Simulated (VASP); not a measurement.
Si16C (a cell with a defect): single point with r2SCAN+D3(BJ)

Crystal: Si16C (a cell with a defect).

```
Si C
1.0
     0.00000    5.43000    5.43000
     5.43000    0.00000    5.43000
     5.43000    5.43000    0.00000
Si C
16 1
Direct
  0.00444 0.01019 0.95980
  0.09867 0.12140 0.15935
  0.99141 0.98344 0.52291
  0.14225 0.12692 0.59491
  0.96847 0.49788 0.00329
  0.11095 0.63326 0.11824
  0.00149 0.50157 0.49278
  0.12360 0.61209 0.63413
  0.48159 0.02377 0.01382
  0.62407 0.14644 0.13912
  0.51085 0.99109 0.50759
  0.61691 0.12688 0.63932
  0.48556 0.51828 0.00791
  0.59938 0.65069 0.13502
  0.49671 0.50199 0.50769
  0.62725 0.61799 0.63528
  0.87074 0.24356 0.05705
```

```
Program             : VASP 6.6.1
Task                : single point
Functional          : r2SCAN
Dispersion          : D3(BJ)
Potentials or basis : VASP PAW PBE potentials, release 64 (Si, C)
Cutoff              : 520 eV
k mesh              : 2 × 2 × 2
Occupations         : fermi-dirac, width 0.02 eV
Spin                : collinear spin, zero start
Starting moments    : [0.0, 0.0, 0.0, 0.0, 0.0, 0.0, 0.0, 0.0, 0.0, 0.0, 0.0, 0.0, 0.0, 0.0, 0.0, 0.0, 0.0] μB
```

- Pressure: 0.4 GPa
- Largest force: 0.715 eV/Å
- Band gap on the k mesh: 0.51 eV
- Net moment: 0.00 μB per cell
- Valence electrons inside the program's atomic spheres: Si 1.69, 1.68, 1.74, 1.66, 1.70, 1.71, 1.72, 1.65, 1.73; C 2.36
- Dispersion energy per atom: -0.146 eV

Forces in eV/Å, atoms in the order of the input:
```
Si  -0.018 -0.031  0.136
Si   0.196  0.090  0.095
Si   0.027  0.066 -0.078
Si   0.056  0.012 -0.013
Si  -0.038  0.000 -0.077
Si   0.041 -0.083 -0.048
Si   0.067 -0.007 -0.034
Si  -0.036 -0.023 -0.016
Si  -0.167 -0.055  0.006
Si   0.333  0.171  0.496
Si  -0.045 -0.033  0.027
Si   0.013 -0.045  0.031
Si   0.130 -0.243 -0.089
Si   0.001 -0.006 -0.083
Si   0.025  0.003 -0.032
Si   0.004 -0.066 -0.003
C   -0.590  0.250 -0.318
```

Stress tensor (GPa, compression positive):
```
 1.11  0.52 -1.41
 0.52  0.91 -1.30
-1.41 -1.30 -0.95
```

Levels at points of the mesh, in eV from the valence-band top:
Spin up:
```tsv
k point	band 32	band 33	band 34	band 35	band 36	band 37
(0.00, 0.00, 0.00)	-0.28	-0.19	0.00	0.51	0.71	1.03
(0.50, 0.00, 0.00)	-0.88	-0.54	-0.26	0.76	1.63	1.70
(0.00, 0.50, 0.00)	-0.80	-0.52	-0.20	0.63	1.59	1.73
(0.00, 0.00, 0.50)	-0.82	-0.57	-0.09	1.09	1.33	1.57
(0.50, 0.50, 0.50)	-1.03	-0.55	-0.50	0.78	1.66	1.69
(0.50, 0.50, 0.00)	-1.38	-0.65	-0.44	0.85	1.77	1.97
(0.00, 0.50, 0.50)	-1.35	-0.62	-0.05	0.58	1.60	1.99
(0.50, 0.00, 0.50)	-1.37	-0.68	-0.10	0.63	1.64	1.99
```
Spin down:
```
           k point  band 31  band 32  band 33  band 34  band 35  band 36  band 37  band 38
(0.00, 0.00, 0.00)    -0.96    -0.28    -0.19     0.00     0.51     0.71     1.03     1.04
(0.50, 0.00, 0.00)    -1.01    -0.88    -0.54    -0.26     0.76     1.63     1.70     1.81
(0.00, 0.50, 0.00)    -0.97    -0.80    -0.52    -0.20     0.63     1.59     1.73     1.91
(0.00, 0.00, 0.50)    -0.94    -0.82    -0.57    -0.09     1.09     1.33     1.57     1.75
(0.50, 0.50, 0.50)    -1.13    -1.03    -0.55    -0.50     0.78     1.66     1.69     1.71
(0.50, 0.50, 0.00)    -1.46    -1.38    -0.65    -0.44     0.85     1.77     1.97     2.63
(0.00, 0.50, 0.50)    -1.40    -1.35    -0.62    -0.05     0.58     1.60     1.99     2.55
(0.50, 0.00, 0.50)    -1.40    -1.37    -0.68    -0.10     0.63     1.64     1.99     2.53
```

Run time: 21 min on 1 thread of Intel(R) Xeon(R) 6975P-C (Granite Rapids), with other jobs on the host, peak memory 0.82 GiB.

Caveat: the k points lie up to 0.50 Å⁻¹ apart; the PAW data sets were made with another functional, which shifts forces and pressure a little.
